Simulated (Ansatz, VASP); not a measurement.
CaO in VASP and in Ansatz

Contents of INCAR:

```
ALGO     = Normal         # electronic algorithm
EDIFF    = 1E-7           # SCF threshold, eV
ENCUT    = 520            # plane-wave cutoff, eV
GGA      = PE             # functional
ISIF     = 2              # what is computed and relaxed
ISMEAR   = 0              # smearing method
LASPH    = True           # aspherical terms in the spheres
LCHARG   = False          # write CHGCAR
LREAL    = False          # projectors in reciprocal space
LWAVE    = False          # write WAVECAR
NBANDS   = 24             # bands
NELM     = 60             # most SCF steps
PREC     = Accurate       # precision mode
SIGMA    = 0.05           # smearing width, eV
```

The input KPOINTS:

```
k-points
0
Gamma
  9 9 6
```

POSCAR

```
CaO
1.0
    4.0203960546      0.0000000000      0.0000000000
   -2.0101980273      3.4817651166      0.0000000000
    0.0000000000      0.0000000000      5.0246909891
Ca O
2 2
Direct
    0.3333333333      0.6666666667      0.7500000000
    0.6666666667      0.3333333333      0.2500000000
    0.3333333333      0.6666666667      0.2500000000
    0.6666666667      0.3333333333      0.7500000000
```

Input for Ansatz:

```yaml
crystal:
  lattice:
    - [4.0203960546, 0.0, 0.0]
    - [-2.0101980273, 3.4817651166, 0.0]
    - [0.0, 0.0, 5.0246909891]
  atoms:
    - { symbol: Ca, position: [0.3333333333, 0.6666666667, 0.75] }
    - { symbol: Ca, position: [0.6666666667, 0.3333333333, 0.25] }
    - { symbol: O, position: [0.3333333333, 0.6666666667, 0.25] }
    - { symbol: O, position: [0.6666666667, 0.3333333333, 0.75] }
basis:
  ecutwfc: 520.0
kpoints:
  mp_grid: { grid: [9, 9, 6] }
hamiltonian:
  xc: pbe
scf:
  occupations: { method: gaussian, width: 0.05 }
output:
  forces: true
  stress: true
  eigenvalues: true
```

Alike in both runs: task single point; functional PBE; k mesh 9 × 9 × 6; occupations gaussian, width 0.05 eV; no spin polarisation.

```csv
,VASP,Ansatz
version,VASP 6.6.1,Ansatz 0.2.0
potentials or method,"VASP PAW PBE potentials, release 64 (Ca_sv, O), cutoff 520 eV","scalar-relativistic, plane waves, PAW"
valence electrons in the cell,32,32
```

|  | VASP | Ansatz | Ansatz less VASP |
| --- | --- | --- | --- |
| gap on the k mesh at the Fermi level (eV) | 3.01 | 3.02 | +0.010 |
| least direct gap on the mesh (eV) | 3.01 | 3.02 | +0.010 |
| pressure (GPa) | -3.6 | -3.9 | -0.38 |
| traceless stress, the component that is largest in VASP (GPa) | -2.55 | -2.44 | +0.107 |
